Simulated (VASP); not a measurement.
# Be2H3 (P-3m1) in VASP: further runs

Runs on Be2H3. Level: PBE. Tasks: relaxation of cell and atoms, single point.

Everything below comes from runs of VASP 6.6.1. Logs are shortened: lines on timing, memory, paths and dates and some standing lists are left out, and cuts for length are marked.

### 1 The cell of the first run

The structure is trigonal, space group P-3m1 (No. 164). The conventional cell has a = 3.129 Å, b = 3.129 Å, c = 3.779 Å, α = 90.00°, β = 90.00°, γ = 120.00°. Be (site symmetry 3m) has 8 H at 1.84 to 2.02 Å and 3 Be at 2.09 Å within 2.4 Å. Within 2.5 Å of H (site symmetry -3m) lie 6 Be at 1.88 Å and 6 H at 2.30 Å. H (site symmetry 3m) has 5 Be at 1.84 to 2.02 Å and 6 H at 2.04 to 2.30 Å within 2.4 Å.

### 2 Relaxation of cell and atoms, PBE

INCAR reads:

```
ALGO     = Normal         # electronic algorithm
EDIFF    = 1E-7           # SCF threshold, eV
EDIFFG   = -0.04          # ionic threshold
ENCUT    = 1230           # plane-wave cutoff, eV
GGA      = PE             # functional
GGA_COMPAT= F            
IBRION   = 2              # ionic algorithm
ISIF     = 3              # what is computed and relaxed
ISMEAR   = 0              # smearing method
LASPH    = T              # aspherical terms in the spheres
LCHARG   = F              # write CHGCAR
LREAL    = F              # projectors in reciprocal space
LWAVE    = F              # write WAVECAR
NELM     = 120            # most SCF steps
NELMIN   = 4            
NSW      = 90             # ionic steps
PREC     = Accurate       # precision mode
SIGMA    = 0.1            # smearing width, eV
```

KPOINTS reads:

```
k-points
0
Gamma
  6 6 4
```

POSCAR reads:

```
Be2H3
1.0
    3.1294576333      0.0000000000      0.0000000000
   -1.5647288166      2.7101898105      0.0000000000
    0.0000000000      0.0000000000      3.7785314932
Be H
2 3
Direct
    0.3333333333      0.6666666667      0.1380000000
    0.6666666667      0.3333333333      0.8620000000
    0.0000000000      0.0000000000      0.0000000000
    0.3333333333      0.6666666667      0.6250000000
    0.6666666667      0.3333333333      0.3750000000
```

Potentials or basis: VASP PAW PBE potentials, release 64 (Be, H_h).

Command:

```sh
$ cat potpaw_PBE.64/Be/POTCAR potpaw_PBE.64/H_h/POTCAR > POTCAR
$ mpirun -np 1 vasp_std > vasp.out
```

OUTCAR:

```text
EDIFF = 1E-7
   EDIFFG = -0.04
   ENCUT = 1230
   GGA = PE
   IBRION = 2
   ISIF = 3
   ISMEAR = 0
   LASPH = T
   LREAL = F
   NELM = 120
   NELMIN = 4
   NSW = 90
   PREC = Accurate

 ion  position               nearest neighbor table
   1  0.333  0.667  0.138-   2 2.09   2 2.09   2 2.09
   2  0.667  0.333  0.862-   1 2.09   1 2.09   1 2.09
   3  0.000  0.000  0.000-
   4  0.333  0.667  0.625-
   5  0.667  0.333  0.375-

  LATTYP: Found a hexagonal cell.
 ALAT       =     3.1294576333
 C/A-ratio  =     1.2074077799

  Lattice vectors:

 A1 = (   3.1294576333,   0.0000000000,   0.0000000000)
 A2 = (  -1.5647288166,   2.7101898105,   0.0000000000)
 A3 = (   0.0000000000,   0.0000000000,   3.7785314932)

Analysis of symmetry for initial positions (statically):
=====================================================================
 Subroutine PRICEL returns:
 Original cell was already a primitive cell.

 Routine SETGRP: Setting up the symmetry group for a
 hexagonal supercell.

 Subroutine GETGRP returns: Found 12 space group operations
 (whereof 12 operations were pure point group operations)
 out of a pool of 24 trial point group operations.

The static configuration has the point symmetry D_3d.

Analysis of symmetry for dynamics (positions and initial velocities):
=====================================================================
 Subroutine PRICEL returns:
 Original cell was already a primitive cell.

 Routine SETGRP: Setting up the symmetry group for a
 hexagonal supercell.

 Subroutine GETGRP returns: Found 12 space group operations
 (whereof 12 operations were pure point group operations)
 out of a pool of 24 trial point group operations.

The dynamic configuration has the point symmetry D_3d.

 Subroutine INISYM returns: Found 12 space group operations
 (whereof 12 operations are pure point group operations),
 and found     1 'primitive' translations

----------------------------------------------------------------------------------------

                                     Primitive cell

  volume of cell :      32.0473

  direct lattice vectors                    reciprocal lattice vectors
     3.129457633  0.000000000  0.000000000     0.319544189  0.184488923  0.000000000
    -1.564728817  2.710189811  0.000000000     0.000000000  0.368977847  0.000000000
     0.000000000  0.000000000  3.778531493     0.000000000  0.000000000  0.264653081

  length of vectors
     3.129457633  3.129457633  3.778531493     0.368977847  0.368977847  0.264653081

  position of ions in fractional coordinates (direct lattice)
     0.333333333  0.666666667  0.138000000
     0.666666667  0.333333333  0.862000000
     0.000000000  0.000000000  0.000000000
     0.333333333  0.666666667  0.625000000
     0.666666667  0.333333333  0.375000000

  ion indices of the primitive-cell ions
   primitive index   ion index
                 1           1
                 2           2
                 3           3
                 4           4
                 5           5

----------------------------------------------------------------------------------------

 KPOINTS: k-points

Automatic generation of k-mesh.
 Grid dimensions read from file:
 generate k-points for:    6    6    4

 Generating k-lattice:

  Cartesian coordinates                     Fractional coordinates (reciprocal lattice)
     0.053257365  0.030748154  0.000000000     0.166666667  0.000000000  0.000000000
     0.000000000  0.061496308  0.000000000     0.000000000  0.166666667  0.000000000
     0.000000000  0.000000000  0.066163270     0.000000000  0.000000000  0.250000000

  Length of vectors
     0.061496308  0.061496308  0.066163270

  Shift w.r.t. Gamma in fractional coordinates (k-lattice)
     0.000000000  0.000000000  0.000000000

 Subroutine IBZKPT returns following result:
 ===========================================

 Found     24 irreducible k-points:

 Following reciprocal coordinates:
            Coordinates               Weight
  0.000000  0.000000  0.000000      1.000000
[... 39 lines left out ...]
  energy-cutoff  :     1230.00
  volume of cell :       32.05
 maximum number of plane-waves:      3168
   NGX = 17   NGY = 17   NGZ = 21

--------------------------------------- Ionic step        1  -------------------------------------------

 number of electron       7.0000000 magnetization

 Free energy of the ion-electron system (eV)
  ---------------------------------------------------
  ext. energy  EPLUGINS =         0.00000000
  ---------------------------------------------------
  free energy    TOTEN  =       -13.91243223 eV

  energy without entropy =      -13.90512129  energy(sigma->0) =      -13.90877676

------------------------ aborting loop because EDIFF is reached ----------------------------------------

  FORCE on cell =-STRESS in cart. coord.  units (eV):
  Direction    XX          YY          ZZ          XY          YZ          ZX
  --------------------------------------------------------------------------------------
  -------------------------------------------------------------------------------------
  Total        0.5793018      0.5793018     -2.4552186      0.0000000      0.0000000      0.0000000
  in kB       28.9616705     28.9616705   -122.7464435      0.0000000      0.0000000      0.0000000
  external PRESSURE =     -21.6077008 kB  Pullay stress =       0.0000000 kB
[... 98 lines left out ...]
  FREE ENERGIE OF THE ION-ELECTRON SYSTEM (eV)
  ---------------------------------------------------
  free  energy   TOTEN  =       -14.4235687054 eV

  energy  without entropy=      -14.4167748162  energy(sigma->0) =      -14.42017176

 E-fermi :   5.9659     XC(G=0): -10.1915

 val. band max:        5.8391197946   @ k =   0.3333  -0.0000   0.0000
 cond. band min:       6.0209715465   @ k =   0.3333   0.1667   0.2500
 fundamental gap:      0.1818517519
 Fermi energy:         5.9658577587

 k-point     1 :       0.0000    0.0000    0.0000
  band No.  band energies     occupation
      1      -8.2036      2.00000
      2      -3.3299      2.00000
      3      -2.2579      2.00000
      4      13.2061      0.00000
      5      16.0721      0.00000
      6      16.0721      0.00000
      7      16.2115      0.00000
[... 221 lines left out ...]
 k-point    24 :       0.3333    0.3333    0.5000
  band No.  band energies     occupation
      1      -1.1164      2.00000
      2      -0.5217      2.00000
      3      -0.5217      2.00000
      4       4.8368      2.00000
      5       6.0388      0.30235
      6       6.0388      0.30235
      7      11.2376      0.00000

[... ionic steps 4 to 34 ...]

--------------------------------------- Ionic step       35  -------------------------------------------

 number of electron       7.0000000 magnetization

------------------------ aborting loop because EDIFF is reached ----------------------------------------

  FORCE on cell =-STRESS in cart. coord.  units (eV):
  Direction    XX          YY          ZZ          XY          YZ          ZX
  --------------------------------------------------------------------------------------
  -------------------------------------------------------------------------------------
  Total        0.1875978      0.1875978     -0.1070171      0.0000000      0.0000000     -0.0000000
  in kB       10.2970166     10.2970166     -5.8740397      0.0000000      0.0000000     -0.0000000
  external PRESSURE =       4.9066645 kB  Pullay stress =       0.0000000 kB
[... 63 lines left out ...]
  energy  without entropy=      -15.6604527798  energy(sigma->0) =      -15.66299673

--------------------------------------- Ionic step       37  -------------------------------------------

 number of electron       7.0000000 magnetization

 Free energy of the ion-electron system (eV)
  ---------------------------------------------------
  ext. energy  EPLUGINS =         0.00000000
  ---------------------------------------------------
  free energy    TOTEN  =       -15.66687097 eV

  energy without entropy =      -15.66283343  energy(sigma->0) =      -15.66485220

 E-fermi :   5.3380     XC(G=0):  -9.7916

 val. band max:        5.2339891244   @ k =   0.3333   0.1667   0.2500
 cond. band min:       5.3746513263   @ k =   0.5000  -0.0000   0.2500
 fundamental gap:      0.1406622019
 Fermi energy:         5.3379846011

 k-point     1 :       0.0000    0.0000    0.0000
  band No.  band energies     occupation
      1      -8.5851      2.00000
      2      -4.5685      2.00000
      3      -3.9256      2.00000
      4       8.9402      0.00000
      5      11.7090      0.00000
      6      17.0717      0.00000
      7      17.0717      0.00000
[... 260 lines left out ...]
  FREE ENERGIE OF THE ION-ELECTRON SYSTEM (eV)
  ---------------------------------------------------
  free  energy   TOTEN  =       -15.6668709715 eV

  energy  without entropy=      -15.6628334292  energy(sigma->0) =      -15.66485220

 reached required accuracy - stopping structural energy minimisation
```

Run time: 3.8 min. Hardware: 1 thread of Intel Xeon Platinum 8488C (Sapphire Rapids), shared host; peak memory 0.28 GiB.

Results:

- Free energy: -15.6669 eV
- Relaxed volume: 5.91 Å³/atom
- Relaxed cell: a = 2.468 Å, b = 2.468 Å, c = 5.599 Å, α = 90.00°, β = 90.00°, γ = 120.00°
- Space group after relaxing (to 0.1 Å): P-3m1 (No. 164)
- Energy gained by relaxing: 350.9 meV/atom
- Ionic steps: 37
- Pressure after relaxing: 0.1 GPa
- Largest force after relaxing: 0.034 eV/Å
- Band gap on the k mesh: zero (an odd number of electrons rules out a gap without spin polarisation)

Forces in eV/Å, atoms in the order of the input:
```
Be   0.000  0.000 -0.034
Be   0.000  0.000  0.034
H    0.000  0.000  0.000
H    0.000  0.000  0.007
H    0.000  0.000 -0.007
```

Stress tensor (GPa, compression positive):
```
-0.13  0.00  0.00
 0.00 -0.13  0.00
 0.00  0.00  0.55
```

Step by step:
| step | energy change (eV) | largest force (eV/Å) | pressure (GPa) | volume (Å³) |
| --- | --- | --- | --- | --- |
| 1 | 0.0000 | 1.4727 | -2.16 | 32.05 |
| 2 | -0.2399 | 1.1656 | -2.93 | 31.64 |
| 3 | -0.5111 | 0.6587 | 0.82 | 30.34 |
| 4 | -0.5161 | 0.3963 | -0.75 | 30.60 |
| 5 | -0.5194 | 0.4803 | -0.26 | 30.51 |
| 6 | -0.5860 | 0.3335 | -1.74 | 30.36 |
| 7 | -0.7193 | 0.2333 | -4.42 | 29.88 |
| 8 | -0.7082 | 0.9429 | -5.25 | 28.77 |
| 9 | -0.7500 | 0.4273 | -5.44 | 29.46 |
| 10 | -0.8143 | 0.4966 | -3.60 | 28.56 |
| 11 | -0.9093 | 0.6444 | 5.37 | 25.88 |
| 12 | -0.9515 | 0.6482 | 7.11 | 25.52 |
| 13 | -0.9645 | 0.6396 | 9.52 | 25.13 |
| 14 | -1.0378 | 0.5816 | 6.94 | 25.63 |
| 15 | -1.1833 | 0.7102 | 1.23 | 27.14 |
| 16 | -1.2643 | 0.3707 | -6.37 | 30.17 |
| 17 | -1.2692 | 0.4678 | -4.94 | 29.44 |
| 18 | -1.3219 | 0.2848 | -3.28 | 28.87 |
| 19 | -1.3630 | 0.3190 | -0.28 | 27.82 |
| 20 | -1.3837 | 0.2952 | 0.11 | 27.59 |
| 21 | -1.4226 | 0.2474 | 1.81 | 26.91 |
| 22 | -1.4256 | 0.2483 | 2.95 | 26.62 |
| 23 | -1.4355 | 0.2328 | 3.02 | 26.62 |
| 24 | -1.4567 | 0.2065 | 3.18 | 26.62 |
| 25 | -1.4197 | 0.7826 | 4.17 | 26.62 |
| 26 | -1.4590 | 0.2006 | 3.28 | 26.62 |
| 27 | -1.4914 | 0.2007 | 2.75 | 26.83 |
| 28 | -1.5768 | 0.2997 | 1.24 | 27.42 |
| 29 | -1.6769 | 0.4924 | -0.38 | 28.50 |
| 30 | -1.5279 | 1.0642 | 0.34 | 30.25 |
| 31 | -1.6730 | 0.6346 | -0.05 | 28.93 |
| 32 | -1.7416 | 0.2151 | 0.11 | 29.11 |
| 33 | -1.7502 | 0.1210 | 0.41 | 29.18 |
| 34 | -1.7504 | 0.1122 | 0.46 | 29.18 |
| 35 | -1.7504 | 0.1072 | 0.49 | 29.19 |
| 36 | -1.7531 | 0.0665 | 0.33 | 29.33 |
| 37 | -1.7544 | 0.0339 | 0.09 | 29.54 |

Final structure:
```xyz
5
Lattice="2.4679 0.0000 0.0000 -1.2340 2.1373 0.0000 0.0000 0.0000 5.5994" Properties=species:S:1:pos:R:3 pbc="T T T"
Be    0.0000    1.4249    1.0790
Be    1.2340    0.7124    4.5204
H    -1.2340    2.1373    0.0000
H     0.0000    1.4249    3.7838
H     1.2340    0.7124    1.8156
```

Caveat: the k points lie up to 0.49 Å⁻¹ apart in the final cell, too coarse for converged energies and pressures of a metal; a cell axis changed by over 15 % at a fixed basis, so the end point is rough; an odd number of electrons without spin polarisation forces a metal; a magnetic or distorted state may lie lower.

(Continued in part 2 of 2.)

The gap in the log of VASP goes by the Fermi energy; the results here count the filled bands.